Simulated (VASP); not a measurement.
A run of VASP 6.6.1 is set up as follows.

INCAR

```
SYSTEM = I
  PREC = Accurate
  ENCUT = 520
  EDIFF = 1E-6
  ISMEAR = 0
  SIGMA = 0.1
  LREAL = .False.
  LASPH = .True.
  NELM = 60
  ALGO = Normal
  ISIF = 2
  LWAVE = .False.
  LCHARG = .True.
  GGA = PE
  LELF = .True.
  LVHAR = .True.
  NBANDS = 18
```

The input KPOINTS:

```
Automatic mesh
0
Gamma
  10 10 10
  0 0 0
```

POSCAR

```
I
1.0
    4.0213356571     -3.0595187664     -0.6256280678
    4.0213356571      3.0595187664     -0.6256280678
   -0.7086305167      0.0000000000      6.3048032461
I
3
Direct
    0.6666675770      0.6666675770      0.6668786421
    0.3333324230      0.3333324230      0.3331213579
    0.0000000000      0.0000000000      0.0000000000
```

Potentials or basis: VASP PAW PBE potentials, release 64 (I).

Command:

```sh
$ cat potpaw_PBE.64/I/POTCAR > POTCAR
$ mpirun -np 1 vasp_std > vasp.out
```

Task: Predict the band gap on the k mesh.

Result: Zero (an odd number of electrons rules out a gap without spin polarisation).

Task: Estimate the pressure.

Result: 0.0 GPa.

Task: What does it give for the largest force?

Result: 0.003 eV/Å.

Forces in eV/Å, atoms in the order of the input:
```
I   -0.002  0.000 -0.002
I    0.002  0.000  0.002
I    0.000  0.000  0.000
```

Caveat: spin-orbit coupling is left out, which moves the levels of the heavy elements; an odd number of electrons without spin polarisation forces a metal; a magnetic or distorted state may lie lower.
